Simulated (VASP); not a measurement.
Here is a VASP 6.6.1 calculation.

File INCAR:

```
SYSTEM = Pt
PREC     = Accurate       ! precision mode
ENCUT    = 570            ! plane-wave cutoff, eV
EDIFF    = 1E-6           ! SCF threshold, eV
ISMEAR   = 0              ! smearing method
SIGMA    = 0.15           ! smearing width, eV
LREAL    = .FALSE.        ! projectors in reciprocal space
LASPH    = .TRUE.         ! aspherical terms in the spheres
NELM     = 200            ! most SCF steps
ALGO     = Normal         ! electronic algorithm
ISIF     = 2              ! what is computed and relaxed
LWAVE    = .FALSE.        ! write WAVECAR
LCHARG   = .FALSE.        ! write CHGCAR
ISPIN    = 2              ! spin polarisation
MAGMOM   = 0.3 0.3        ! initial moments
LORBIT   = 11             ! projections on sites
NUPDOWN  = 0.6            ! fixed moment
LMAXMIX  = 4              ! l up to which the mixer works
NBANDS   = 29             ! bands
GGA_COMPAT= .FALSE.
```

File KPOINTS:

```
regular mesh
0
G
  21 21 10
  0 0 0
```

File POSCAR:

```
Pt
1.0
    2.6670688980      0.0000000000      0.0000000000
   -1.3335344490      2.3097494193      0.0000000000
    0.0000000000      0.0000000000      4.6053244732
Pt
2
Direct
    0.6666666667      0.3333333333      0.7500000000
    0.3333333333      0.6666666667      0.2500000000
```

Potentials or basis: VASP PAW LDA potentials, release 64 (Pt_sv_GW).

The run is started by

```bash
$ cat potpaw_LDA.64/Pt_sv_GW/POTCAR > POTCAR
$ mpirun -np 1 vasp_std > vasp.out
```

Predict the pressure.

16.0 GPa.

Stress tensor (GPa, compression positive):
```
17.69  0.00  0.00
 0.00 17.69  0.00
 0.00  0.00 12.74
```

Caveat: the cell stands under pressure; the total moment is fixed, so each spin has its own Fermi level and the state may be an excited one.
